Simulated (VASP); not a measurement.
Crystal: Na2Nb2O.

```
CELL_PARAMETERS angstrom
-2.05822 2.05822 4.79212
2.05822 -2.05822 4.79212
2.05822 2.05822 -4.79212
ATOMIC_POSITIONS crystal
Na 0.37100 0.37100 0.00000
Na 0.62900 0.62900 0.00000
Nb 0.75000 0.25000 0.50000
Nb 0.25000 0.75000 0.50000
O 0.00000 0.00000 0.00000
```

The cell was built from a structure type or drawn by symmetry, and may not be a known phase.

```yaml
Program: VASP 6.6.1
Task: relaxation of cell and atoms
Functional: PBE
Potentials_or_basis: VASP PAW PBE potentials, release 64 (Na_pv, Nb_sv, O)
Cutoff: 600 eV
k_mesh: 6 × 6 × 6
Occupations: gaussian, width 0.1 eV
Spin: no spin polarisation
```

At the start: pressure 24.1 GPa; volume 16.24 Å³/atom.

Task: How do energy, volume and symmetry change on relaxing?

Result: Over 18 steps the energy falls by 1864.1 meV/atom and the volume is 19.35 Å³/atom (+19.2 %); space group I4/mmm (No. 139, to 0.1 Å) before and after.

Step by step:
```tsv
step	energy change (eV)	largest force (eV/Å)	pressure (GPa)	volume (Å³)
1	0.0000	6.1529	24.07	81.20
2	-3.1632	0.6043	-5.11	113.39
3	-3.2151	1.2502	-3.34	108.75
4	-4.6962	0.7388	-4.94	108.21
5	-7.9490	5.0923	-2.81	100.85
6	-8.6131	3.7362	-2.15	99.84
7	-8.9197	2.3761	0.16	97.62
8	-8.9323	2.5694	-0.32	98.08
9	-9.0419	2.1217	-0.73	98.12
10	-9.2049	1.0572	-1.57	98.17
11	-9.2114	0.8431	-1.69	98.17
12	-9.2758	0.5652	-0.76	97.15
13	-9.3147	0.2029	0.71	95.64
14	-9.3150	0.1707	0.86	95.50
15	-9.3187	0.1170	0.42	96.09
16	-9.3202	0.0576	-0.10	96.79
17	-9.3202	0.0555	-0.11	96.81
18	-9.3205	0.0364	-0.07	96.76
```

Final structure:
```
CELL_PARAMETERS angstrom
-1.77997 1.77997 7.63463
1.77997 -1.77997 7.63463
1.77997 1.77997 -7.63463
ATOMIC_POSITIONS crystal
Na 0.42851 0.42851 0.00000
Na 0.57149 0.57149 0.00000
Nb 0.75000 0.25000 0.50000
Nb 0.25000 0.75000 0.50000
O 0.00000 0.00000 0.00000
```

Caveat: the volume moved by over 15 % at a fixed basis, so the end points are rough.
